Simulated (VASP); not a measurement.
# GaN: single point with PBE-based global hybrid

Crystal: GaN.

```xyz
2
Lattice="0.0000 2.1085 2.1085 2.1085 0.0000 2.1085 2.1085 2.1085 0.0000" Properties=species:S:1:pos:R:3 pbc="T T T"
Ga    2.1085    2.1085    2.1085
N     0.0000    0.0000    0.0000
```

```json
{
 "Program": "VASP 6.6.1",
 "Task": "single point",
 "Functional": "PBE-based global hybrid",
 "Potentials or basis": "VASP PAW PBE potentials, release 64 (Ga_d, N)",
 "Cutoff": "520 eV",
 "k mesh": "6 × 6 × 6",
 "Occupations": "gaussian, width 0.01 eV",
 "Spin": "no spin polarisation"
}
```

The pressure is 5.0 GPa. The band gap on the k mesh is 1.39 eV, indirect (least direct gap 3.63 eV).

Levels at points of the mesh, in eV from the valence-band top:
| k point | band 5 | band 6 | band 7 | band 8 | band 9 | band 10 | band 11 | band 12 | band 13 | band 14 |
| --- | --- | --- | --- | --- | --- | --- | --- | --- | --- | --- |
| (0.00, 0.00, 0.00) | -14.85 | -14.85 | -0.53 | -0.53 | -0.53 | 3.10 | 15.62 | 15.62 | 15.62 | 17.04 |
| (0.50, 0.00, 0.00) | -14.70 | -14.70 | -8.60 | -0.20 | -0.20 | 5.50 | 10.02 | 10.02 | 10.64 | 17.39 |
| (0.50, 0.50, 0.00) | -14.64 | -11.67 | -7.45 | -3.18 | -3.18 | 1.39 | 8.57 | 13.12 | 15.75 | 15.75 |

Run time: 18 min on 1 thread of Intel(R) Xeon(R) 6975P-C (Granite Rapids) (shared host), peak memory 0.15 GiB.

Caveat: the k points lie up to 0.43 Å⁻¹ apart; the PAW data sets were made with another functional, which shifts forces and pressure a little. A k mesh can miss the band edges.
